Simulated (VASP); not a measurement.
# Al3Cu2 (C2/m) in VASP: single point with PBEsol

Aim: the single point of Al3Cu2 with PBEsol.

Everything below comes from runs of VASP 6.6.1. Logs are shortened: lines on timing, memory, paths and dates and some standing lists are left out, and cuts for length are marked.

## 1. The cell of the first run

It takes space group C2/m (No. 12, monoclinic). Conventional cell: a = 6.673 Å, b = 4.099 Å, c = 4.982 Å, α = 90.00°, β = 90.00°, γ = 90.00°. Within 3.1 Å of Al (site symmetry 2/m) lie 6 Cu at 2.36 to 2.46 Å and 6 Al at 2.83 to 2.92 Å. Al (site symmetry m) has 5 Cu at 2.42 to 2.54 Å and 6 Al at 2.67 to 2.92 Å within 3.2 Å. Cu (site symmetry m) has 8 Al at 2.36 to 2.54 Å and 3 Cu at 2.72 to 2.81 Å within 3.1 Å.

## 2. Single point, PBEsol (strain -0.0600 x Voigt [0, 1, 0, 0, 0, 0])

File INCAR:

```
SYSTEM = Al3Cu2
PREC = Accurate ; ENCUT = 520
EDIFF = 1E-6 ; ISMEAR = 0
SIGMA = 0.15 ; LREAL = .False.
LASPH = .True. ; NELM = 60
ALGO = Fast ; ISIF = 2
LWAVE = .False. ; LCHARG = .False.
GGA = PS ; NBANDS = 24
```

File KPOINTS:

```
regular mesh
0
Gamma
  12 12 10
  0 0 0
```

File POSCAR:

```
Al3Cu2
1.0
    4.0985856014      0.0000000000      0.0000000000
   -2.0492928007      3.3365104954      0.0000000000
    0.0000000000      0.0000000000      4.9821008425
Al Cu
3 2
Direct
    0.0000000000      0.0000000000      0.0000000000
    0.3333333333      0.6666666667      0.3515059809
    0.6666666667      0.3333333333      0.6484940191
    0.3333333333      0.6666666667      0.8422899817
    0.6666666667      0.3333333333      0.1577100183
```

Potentials or basis: VASP PAW PBE potentials, release 64 (Al, Cu).

Launch:

```bash
> cat potpaw_PBE.64/Al/POTCAR potpaw_PBE.64/Cu/POTCAR > POTCAR
> mpirun -np 1 vasp_std > vasp.out
```

OUTCAR:

```text
SYSTEM = Al3Cu2
   PREC = Accurate
   ENCUT = 520
   EDIFF = 1E-6
   ISMEAR = 0
   LREAL = .False.
   LASPH = .True.
   NELM = 60
   ISIF = 2
   GGA = PS

 ion  position               nearest neighbor table
   1  0.000  0.000  0.000-   4 2.36   5 2.36   5 2.46   4 2.46   5 2.46   4 2.46   2 2.83   3 2.83
                             3 2.92   2 2.92   2 2.92   3 2.92
   2  0.333  0.667  0.352-   5 2.42   4 2.45   5 2.52   5 2.52   4 2.54   3 2.67   3 2.76   3 2.76
                             1 2.83   1 2.92   1 2.92
   3  0.667  0.333  0.648-   4 2.42   5 2.45   4 2.52   4 2.52   5 2.54   2 2.67   2 2.76   2 2.76
                             1 2.83   1 2.92   1 2.92
   4  0.333  0.667  0.842-   1 2.36   3 2.42   2 2.45   1 2.46   1 2.46   3 2.52   3 2.52   2 2.54
                             5 2.72
   5  0.667  0.333  0.158-   1 2.36   2 2.42   3 2.45   1 2.46   1 2.46   2 2.52   2 2.52   3 2.54
                             4 2.72

  Warning from LATTYP: Monoclinic adjustment (A1->A3, A2->A1, A3->A2)!
  LATTYP: Found a base centered orthorhombic cell.
 ALAT       =     4.0985856014
 B/A-ratio  =     1.6281277591
 C/A-ratio  =     1.2155658871

  Lattice vectors:

 A1 = (   2.0492928007,  -3.3365104954,   0.0000000000)
 A2 = (   2.0492928007,   3.3365104954,   0.0000000000)
 A3 = (   0.0000000000,   0.0000000000,   4.9821008425)

Analysis of symmetry for initial positions (statically):
=====================================================================
 Subroutine PRICEL returns:
 Original cell was already a primitive cell.

 Routine SETGRP: Setting up the symmetry group for a
 base centered orthorhombic supercell.

 Subroutine GETGRP returns: Found  4 space group operations
 (whereof  4 operations were pure point group operations)
 out of a pool of  8 trial point group operations.

The static configuration has the point symmetry C_2h.

Analysis of symmetry for dynamics (positions and initial velocities):
=====================================================================
 Subroutine PRICEL returns:
 Original cell was already a primitive cell.

 Routine SETGRP: Setting up the symmetry group for a
 base centered orthorhombic supercell.

 Subroutine GETGRP returns: Found  4 space group operations
 (whereof  4 operations were pure point group operations)
 out of a pool of  8 trial point group operations.

The dynamic configuration has the point symmetry C_2h.

 Subroutine INISYM returns: Found  4 space group operations
[... 104 lines left out ...]
   LREAL  =      F    real-space projection
   EDIFFG = 0.1E-04   stopping-criterion for IOM
   NSW    =      0    number of steps for IOM
   IBRION =     -1    ionic relax: 0-MD 1-quasi-New 2-CG
   NFREE  =      0    steps in history (QN), initial steepest desc. (CG)
   ISIF   =      2    stress and relaxation
   ISYM   =      2    0-nonsym 1-usesym 2-fastsym
   POTIM  = 0.5000    time-step for ionic-motion
   TEBEG  =    0.0;   TEEND  =   0.0 temperature during run
   PSTRESS=    0.0 pullay stress
   NELECT =      31.0000    total number of electrons
   NUPDOWN=      -1.0000    fix difference up-down
   EMIN   =  10.00;   EMAX   =-10.00  energy-range for DOS
   EFERMI =   0.00;   METHOD = LEGACY
   ISMEAR =     0;   SIGMA  =   0.15  broadening in eV -4-tet -1-fermi 0-gaus
   EFERMI_NEDOS =   21; number of points for ismear=-14 and -15
   IALGO  =     68    algorithm
   IMIX   =      4    mixing-type and parameters
     AMIX     =   0.40;   BMIX     =  1.00
     AMIX_MAG =   1.60;   BMIX_MAG =  1.00
  volume/ion in A,a.u.               =      13.63        91.95
  Fermi-wavevector in a.u.,A,eV,Ry     =   1.259164  2.379475 21.571964  1.585495
  Thomas-Fermi vector in A             =   2.392738
   LORBIT       =      0    0 simple, 1 ext, 2 COOP (PROOUT), +10 PAW based schemes
   GGA     = PS    functional components
   LHFCALC =     F    Hartree Fock is set to
   AEXX    =    0.0000 exact exchange contribution
   IVDW    =     0    specifies the selected vdW correction
   LEPSILON=     F    determine dielectric tensor
   LRPA    =     F    only Hartree local field effects (RPA)
 non-spin polarized calculation
 RMM-DIIS sequential band-by-band and
 Gauss-broadening in eV      SIGMA  =   0.15
  energy-cutoff  :      520.00
  volume of cell :       68.13
 maximum number of plane-waves:      1860
   NGX = 15   NGY = 15   NGZ = 19

 number of electron      31.0000008 magnetization

 Free energy of the ion-electron system (eV)
  ---------------------------------------------------
  ext. energy  EPLUGINS =         0.00000000
  ---------------------------------------------------
  free energy    TOTEN  =       -21.50056717 eV

  energy without entropy =      -21.48669139  energy(sigma->0) =      -21.49362928

 E-fermi :   8.9932     XC(G=0): -11.3418

 val. band max:        8.9897025915   @ k =   0.0000  -0.3333   0.1000
 cond. band min:       8.9980738361   @ k =   0.5000   0.0833   0.3000
 fundamental gap:      0.0083712446
 Fermi energy:         8.9931587058

 k-point     1 :       0.0000    0.0000    0.0000
  band No.  band energies     occupation
      1      -2.7050      2.00000
      2       2.1750      2.00000
      3       2.7316      2.00000
      4       3.3077      2.00000
      5       3.3578      2.00000
      6       3.6798      2.00000
[... 637 lines left out ...]
     23      16.7395      0.00000
     24      17.4853      0.00000

 [... further k-points ...]

------------------------ aborting loop because EDIFF is reached ----------------------------------------

  FORCE on cell =-STRESS in cart. coord.  units (eV):
  Direction    XX          YY          ZZ          XY          YZ          ZX
  --------------------------------------------------------------------------------------
  -------------------------------------------------------------------------------------
  Total        2.2548746      7.4615547      1.8107573      0.0000000     -0.8135005      0.0000000
  in kB       53.0266211    175.4691976     42.5825651      0.0000000    -19.1306353      0.0000000
  external PRESSURE =      90.3594613 kB  Pullay stress =       0.0000000 kB

 VOLUME and BASIS-vectors are now :
 -----------------------------------------------------------------------------
  energy-cutoff  :      520.00
  volume of cell :       68.13
      direct lattice vectors                 reciprocal lattice vectors
     4.098585601  0.000000000  0.000000000     0.243986608  0.149857164  0.000000000
    -2.049292801  3.336510495  0.000000000     0.000000000  0.299714328  0.000000000
     0.000000000  0.000000000  4.982100843     0.000000000  0.000000000  0.200718539

 POSITION                                       TOTAL-FORCE (eV/Angst)
 -----------------------------------------------------------------------------------
      0.00000      0.00000      0.00000         0.000000      0.000000      0.000000
     -0.00000      2.22434      1.75124        -0.000000     -0.353688      0.070105
      2.04929      1.11217      3.23086         0.000000      0.353688     -0.070105
     -0.00000      2.22434      4.19637         0.000000      0.099124     -0.087137
      2.04929      1.11217      0.78573         0.000000     -0.099124      0.087137
 -----------------------------------------------------------------------------------
    total drift:                                0.000000     -0.000000     -0.000000

  FREE ENERGIE OF THE ION-ELECTRON SYSTEM (eV)
  ---------------------------------------------------
  free  energy   TOTEN  =       -21.5005671682 eV

  energy  without entropy=      -21.4866913923  energy(sigma->0) =      -21.49362928
```

Wall time 17 min (1 thread of Intel Xeon Platinum 8488C (Sapphire Rapids), shared host); peak memory 0.61 GiB.

Results:

```yaml
Free_energy: -21.5006 eV
Pressure: 9.0 GPa
Largest_force: 0.361 eV/Å
```

Forces in eV/Å, atoms in the order of the input:
```
Al   0.000  0.000  0.000
Al   0.000 -0.354  0.070
Al   0.000  0.354 -0.070
Cu   0.000  0.099 -0.087
Cu   0.000 -0.099  0.087
```

Caveat: the cell differs from its parent crystal (strain -0.0600 x Voigt [0, 1, 0, 0, 0, 0]); the PAW data sets were made with another functional, which shifts forces and pressure a little.
